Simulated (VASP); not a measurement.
# HfBiS (P4/nmm) in VASP: single point with r2SCAN

Aim: the single point of HfBiS with r2SCAN.

Everything below comes from runs of VASP 6.6.1. Logs are shortened: lines on timing, memory, paths and dates and some standing lists are left out, and cuts for length are marked.

### 1 The cell of the first run

Symmetry: P4/nmm, No. 129, tetragonal system. The conventional cell has a = 4.026 Å, b = 4.026 Å, c = 7.323 Å, α = 90.00°, β = 90.00°, γ = 90.00°. Hf (site symmetry -4m2) has 4 Bi at 2.62 Å and 4 Hf at 2.85 Å and 4 S at 3.29 Å within 3.5 Å. Within 4.1 Å of S (site symmetry 4mm) lie 5 Bi at 2.99 to 3.05 Å and 4 Hf at 3.29 Å and 8 S at 3.55 to 4.03 Å. Bi (site symmetry 4mm) has 4 Hf at 2.62 Å and 5 S at 2.99 to 3.05 Å within 3.5 Å.

### 2 Single point, r2SCAN

POSCAR

```
HfBiS
1.0
    4.0263400000      0.0000000000      0.0000000000
    0.0000000000      4.0263400000      0.0000000000
    0.0000000000      0.0000000000      7.3231000000
Hf S Bi
2 2 2
Direct
    0.7500000000      0.2500000000      0.0000000000
    0.2500000000      0.7500000000      0.0000000000
    0.2500000000      0.2500000000      0.6449000000
    0.7500000000      0.7500000000      0.3551000000
    0.2500000000      0.2500000000      0.2286400000
    0.7500000000      0.7500000000      0.7713600000
```

INCAR.step1

```
SYSTEM = HfBiS
PREC = Accurate
ENCUT = 520
ISMEAR = -1
SIGMA = 0.1
LREAL = .False.
LASPH = .True.
NELM = 80
NBANDS = 40
GGA = PE
ALGO = Normal
EDIFF = 1E-4
LWAVE = .True.
LCHARG = .False.
```

INCAR.step2

```
SYSTEM = HfBiS
PREC = Accurate
ENCUT = 520
EDIFF = 1E-6
ISMEAR = -1
SIGMA = 0.1
LREAL = .False.
LASPH = .True.
NELM = 80
ALGO = Normal
ISIF = 2
LWAVE = .False.
LCHARG = .False.
METAGGA = R2SCAN
LMIXTAU = .True.
NBANDS = 40
ISTART = 1
```

KPOINTS

```
regular mesh
0
Gamma
  8 8 5
  0 0 0
```

Potentials or basis: VASP PAW PBE potentials, release 64 (Hf_pv, S, Bi_d).

Run with:

```console
cat potpaw_PBE.64/Hf_pv/POTCAR potpaw_PBE.64/S/POTCAR potpaw_PBE.64/Bi_d/POTCAR > POTCAR
cp INCAR.step1 INCAR
mpirun -np 1 vasp_std > vasp.out
cp INCAR.step2 INCAR
mpirun -np 1 vasp_std > vasp.out
```

OUTCAR:

```text
SYSTEM = HfBiS
   PREC = Accurate
   ENCUT = 520
   EDIFF = 1E-6
   ISMEAR = -1
   LREAL = .False.
   LASPH = .True.
   NELM = 80
   ISIF = 2
   METAGGA = R2SCAN
   ISTART = 1

 ion  position               nearest neighbor table
   1  0.750  0.250  0.000-   5 2.62   6 2.62   6 2.62   5 2.62   2 2.85   2 2.85   2 2.85   2 2.85
                             3 3.29   3 3.29   4 3.29   4 3.29
   2  0.250  0.750  0.000-   5 2.62   6 2.62   5 2.62   6 2.62   1 2.85   1 2.85   1 2.85   1 2.85
                             3 3.29   4 3.29   3 3.29   4 3.29
   3  0.250  0.250  0.645-   6 2.99   6 2.99   6 2.99   6 2.99   5 3.05   1 3.29   1 3.29   2 3.29
                             2 3.29
   4  0.750  0.750  0.355-   5 2.99   5 2.99   5 2.99   5 2.99   6 3.05   1 3.29   2 3.29   2 3.29
                             1 3.29
   5  0.250  0.250  0.229-   1 2.62   2 2.62   2 2.62   1 2.62   4 2.99   4 2.99   4 2.99   4 2.99
                             3 3.05
   6  0.750  0.750  0.771-   1 2.62   2 2.62   1 2.62   2 2.62   3 2.99   3 2.99   3 2.99   3 2.99
                             4 3.05

  LATTYP: Found a simple tetragonal cell.
 ALAT       =     4.0263400000
 C/A-ratio  =     1.8187982138

  Lattice vectors:

 A1 = (   4.0263400000,   0.0000000000,   0.0000000000)
 A2 = (   0.0000000000,   4.0263400000,   0.0000000000)
 A3 = (   0.0000000000,   0.0000000000,   7.3231000000)

Analysis of symmetry for initial positions (statically):
=====================================================================
 Subroutine PRICEL returns:
 Original cell was already a primitive cell.

 Routine SETGRP: Setting up the symmetry group for a
 simple tetragonal supercell.

 Subroutine GETGRP returns: Found 16 space group operations
 (whereof  4 operations were pure point group operations)
 out of a pool of 16 trial point group operations.

The static configuration has the point symmetry C_2h.
 The point group associated with its full space group is D_4h.

Analysis of symmetry for dynamics (positions and initial velocities):
=====================================================================
 Subroutine PRICEL returns:
 Original cell was already a primitive cell.

 Routine SETGRP: Setting up the symmetry group for a
 simple tetragonal supercell.

 Subroutine GETGRP returns: Found 16 space group operations
 (whereof  4 operations were pure point group operations)
 out of a pool of 16 trial point group operations.

The dynamic configuration has the point symmetry C_2h.
 The point group associated with its full space group is D_4h.

 Subroutine INISYM returns: Found 16 space group operations
 (whereof  4 operations are pure point group operations),
 and found     1 'primitive' translations

----------------------------------------------------------------------------------------

                                     Primitive cell

  volume of cell :     118.7178

  direct lattice vectors                    reciprocal lattice vectors
     4.026340000  0.000000000  0.000000000     0.248364520  0.000000000  0.000000000
     0.000000000  4.026340000  0.000000000     0.000000000  0.248364520  0.000000000
     0.000000000  0.000000000  7.323100000     0.000000000  0.000000000  0.136554192

  length of vectors
     4.026340000  4.026340000  7.323100000     0.248364520  0.248364520  0.136554192

  position of ions in fractional coordinates (direct lattice)
     0.750000000  0.250000000  0.000000000
     0.250000000  0.750000000  0.000000000
     0.250000000  0.250000000  0.644900000
     0.750000000  0.750000000  0.355100000
     0.250000000  0.250000000  0.228640000
     0.750000000  0.750000000  0.771360000

  ion indices of the primitive-cell ions
   primitive index   ion index
                 1           1
                 2           2
                 3           3
                 4           4
                 5           5
                 6           6

----------------------------------------------------------------------------------------

 KPOINTS: regular mesh

Automatic generation of k-mesh.
 Grid dimensions read from file:
 generate k-points for:    8    8    5

 Generating k-lattice:

  Cartesian coordinates                     Fractional coordinates (reciprocal lattice)
     0.031045565  0.000000000  0.000000000     0.125000000  0.000000000  0.000000000
     0.000000000  0.031045565  0.000000000     0.000000000  0.125000000  0.000000000
     0.000000000  0.000000000  0.027310838     0.000000000  0.000000000  0.200000000

  Length of vectors
     0.031045565  0.031045565  0.027310838

  Shift w.r.t. Gamma in fractional coordinates (k-lattice)
     0.000000000  0.000000000  0.000000000

 Subroutine IBZKPT returns following result:
 ===========================================

 Found     45 irreducible k-points:

 Following reciprocal coordinates:
            Coordinates               Weight
  0.000000  0.000000  0.000000      1.000000
  0.125000  0.000000  0.000000      4.000000
  0.250000  0.000000  0.000000      4.000000
  0.375000  0.000000  0.000000      4.000000
  0.500000  0.000000  0.000000      2.000000
  0.125000  0.125000  0.000000      4.000000
[... 16 lines left out ...]
  0.375000  0.125000  0.200000     16.000000
  0.500000  0.125000  0.200000      8.000000
 [... further k-points ...]
   k-points           NKPTS =     45   k-points in BZ     NKDIM =     45   number of bands    NBANDS=     40
   number of dos      NEDOS =    301   number of ions     NIONS =      6
   total plane-waves  NPLWV =  48600
   dimension x,y,z NGX =    30 NGY =   30 NGZ =   54
   dimension x,y,z NGXF=    60 NGYF=   60 NGZF=  108
   ions per type =               2   2   2
   NGX,Y,Z   is equivalent  to a cutoff of  12.39, 12.39, 12.26 a.u.
   NGXF,Y,Z  is equivalent  to a cutoff of  24.77, 24.77, 24.52 a.u.
 SYSTEM =  HfBiS
   PREC   = accura    normal or accurate (medium, high low for compatibility)
   ISTART =      1    job   : 0-new  1-cont  2-samecut
   ICHARG =      0    charge: 1-file 2-atom 10-const
   ISPIN  =      1    spin polarized calculation?
   LNONCOLLINEAR =      F non collinear calculations
   LSORBIT =      F    spin-orbit coupling
   LASPH  =      T    aspherical Exc in radial PAW
   ENCUT  =  520.0 eV  38.22 Ry    6.18 a.u.   7.49  7.49 13.62*2*pi/ulx,y,z
   NELM   =     80;   NELMIN=  2; NELMDL=  0     # of ELM steps
   EDIFF  = 0.1E-05   stopping-criterion for ELM
   LREAL  =      F    real-space projection
   EDIFFG = 0.1E-04   stopping-criterion for IOM
   NSW    =      0    number of steps for IOM
   IBRION =     -1    ionic relax: 0-MD 1-quasi-New 2-CG
   NFREE  =      0    steps in history (QN), initial steepest desc. (CG)
   ISIF   =      2    stress and relaxation
   ISYM   =      2    0-nonsym 1-usesym 2-fastsym
   POTIM  = 0.5000    time-step for ionic-motion
   TEBEG  =    0.0;   TEEND  =   0.0 temperature during run
   PSTRESS=    0.0 pullay stress
   NELECT =      62.0000    total number of electrons
   NUPDOWN=      -1.0000    fix difference up-down
   EMIN   =  10.00;   EMAX   =-10.00  energy-range for DOS
   EFERMI =   0.00;   METHOD = LEGACY
   ISMEAR =    -1;   SIGMA  =   0.10  broadening in eV -4-tet -1-fermi 0-gaus
   EFERMI_NEDOS =   21; number of points for ismear=-14 and -15
   IALGO  =     38    algorithm
   IMIX   =      4    mixing-type and parameters
     AMIX     =   0.40;   BMIX     =  1.00
     AMIX_MAG =   1.60;   BMIX_MAG =  1.00
  volume/ion in A,a.u.               =      19.79       133.52
  Fermi-wavevector in a.u.,A,eV,Ry     =   1.318358  2.491336 23.647857  1.738068
  Thomas-Fermi vector in A             =   2.448334
   LORBIT       =      0    0 simple, 1 ext, 2 COOP (PROOUT), +10 PAW based schemes
   METAGGA = R2SCAN    functional components
   LHFCALC =     F    Hartree Fock is set to
   AEXX    =    0.0000 exact exchange contribution
   IVDW    =     0    specifies the selected vdW correction
   LEPSILON=     F    determine dielectric tensor
   LRPA    =     F    only Hartree local field effects (RPA)
 non-spin polarized calculation
  energy-cutoff  :      520.00
  volume of cell :      118.72
 maximum number of plane-waves:      3223
 NGX is ok and might be reduce to    30
   NGX = 15   NGY = 15   NGZ = 27

 number of electron      62.0000021 magnetization

 Free energy of the ion-electron system (eV)
  ---------------------------------------------------
  ext. energy  EPLUGINS =         0.00000000
  ---------------------------------------------------
  free energy    TOTEN  =      -215.57560082 eV

  energy without entropy =     -215.40126988  energy(sigma->0) =     -215.48843535

 E-fermi :   8.2093     XC(G=0): -12.1285

 val. band max:        8.1985647015   @ k =   0.1250   0.1250   0.2000
 cond. band min:       8.2311298825   @ k =   0.5000   0.0000   0.0000
 fundamental gap:      0.0325651810
 Fermi energy:         8.2093167587

 k-point     1 :       0.0000    0.0000    0.0000
  band No.  band energies     occupation
      1     -24.0279      2.00000
      2     -24.0279      2.00000
      3     -23.9478      2.00000
      4     -23.6253      2.00000
      5     -22.9080      2.00000
      6     -22.9080      2.00000
[... 32 lines left out ...]
     39      13.5364      0.00000
     40      14.2221      0.00000

 k-point     2 :       0.1250    0.0000    0.0000
  band No.  band energies     occupation
      1     -23.9945      2.00000
      2     -23.9888      2.00000
      3     -23.9346      2.00000
      4     -23.6369      2.00000
      5     -22.9609      2.00000
      6     -22.9546      2.00000
[... 32 lines left out ...]
     39      13.1521      0.00000
     40      14.0647      0.00000

 k-point     3 :       0.2500    0.0000    0.0000
  band No.  band energies     occupation
      1     -23.9043      2.00000
      2     -23.8890      2.00000
      3     -23.8759      2.00000
      4     -23.6704      2.00000
      5     -23.1065      2.00000
      6     -23.0853      2.00000
[... 853 lines left out ...]
  band No.  band energies     occupation
      1     -23.9509      2.00000
      2     -23.8381      2.00000
      3     -23.7249      2.00000
      4     -23.5705      2.00000
      5     -23.4551      2.00000
      6     -23.0459      2.00000
[... 32 lines left out ...]
     39      12.4776      0.00000
     40      12.8400      0.00000

 k-point    24 :       0.5000    0.1250    0.2000
  band No.  band energies     occupation
      1     -23.7920      2.00000
      2     -23.7920      2.00000
      3     -23.7755      2.00000
      4     -23.7755      2.00000
      5     -23.2351      2.00000
      6     -23.2351      2.00000
[... 32 lines left out ...]
     39      12.4626      0.00000
     40      12.4626      0.00000

 [... further k-points ...]

------------------------ aborting loop because EDIFF is reached ----------------------------------------

  FORCE on cell =-STRESS in cart. coord.  units (eV):
  Direction    XX          YY          ZZ          XY          YZ          ZX
  --------------------------------------------------------------------------------------
  -------------------------------------------------------------------------------------
  Total       32.8471926     32.8471926     23.5696117     -0.0000000      0.0000000      0.0000000
  in kB      443.2951543    443.2951543    318.0879032     -0.0000000      0.0000000      0.0000000
  external PRESSURE =     401.5594040 kB  Pullay stress =       0.0000000 kB

 VOLUME and BASIS-vectors are now :
 -----------------------------------------------------------------------------
  energy-cutoff  :      520.00
  volume of cell :      118.72
      direct lattice vectors                 reciprocal lattice vectors
     4.026340000  0.000000000  0.000000000     0.248364520  0.000000000  0.000000000
     0.000000000  4.026340000  0.000000000     0.000000000  0.248364520  0.000000000
     0.000000000  0.000000000  7.323100000     0.000000000  0.000000000  0.136554192

 POSITION                                       TOTAL-FORCE (eV/Angst)
 -----------------------------------------------------------------------------------
      3.01975      1.00659      0.00000         0.000000     -0.000000     -0.000000
      1.00659      3.01975      0.00000         0.000000      0.000000     -0.000000
      1.00659      1.00659      4.72267         0.000000     -0.000000      1.120622
      3.01975      3.01975      2.60043        -0.000000     -0.000000     -1.120622
      1.00659      1.00659      1.67435         0.000000      0.000000      7.852334
      3.01975      3.01975      5.64875        -0.000000     -0.000000     -7.852334
 -----------------------------------------------------------------------------------
    total drift:                                0.000000      0.000000     -0.000000

  FREE ENERGIE OF THE ION-ELECTRON SYSTEM (eV)
  ---------------------------------------------------
  free  energy   TOTEN  =      -215.5756008173 eV

  energy  without entropy=     -215.4012698766  energy(sigma->0) =     -215.48843535
```

It took 15 min on 1 thread of Oxide Virtual Turin-like, shared host; peak memory 0.32 GiB.

Results:

- Free energy: -215.5756 eV
- Pressure: 40.2 GPa
- Largest force: 7.852 eV/Å
- Band gap on the k mesh: zero (bands 31 and 32 overlap by 1.47 eV)

Forces in eV/Å, atoms in the order of the input:
```
Hf   0.000  0.000  0.000
Hf   0.000  0.000  0.000
S    0.000  0.000  1.121
S    0.000  0.000 -1.121
Bi   0.000  0.000  7.852
Bi   0.000  0.000 -7.852
```

Caveat: the stress differs along the axes, from 32 to 44 GPa; the PAW data sets were made with another functional, which shifts forces and pressure a little; spin-orbit coupling is left out, which moves the levels of the heavy elements.

The gap in the log of VASP goes by the Fermi energy; the results here count the filled bands.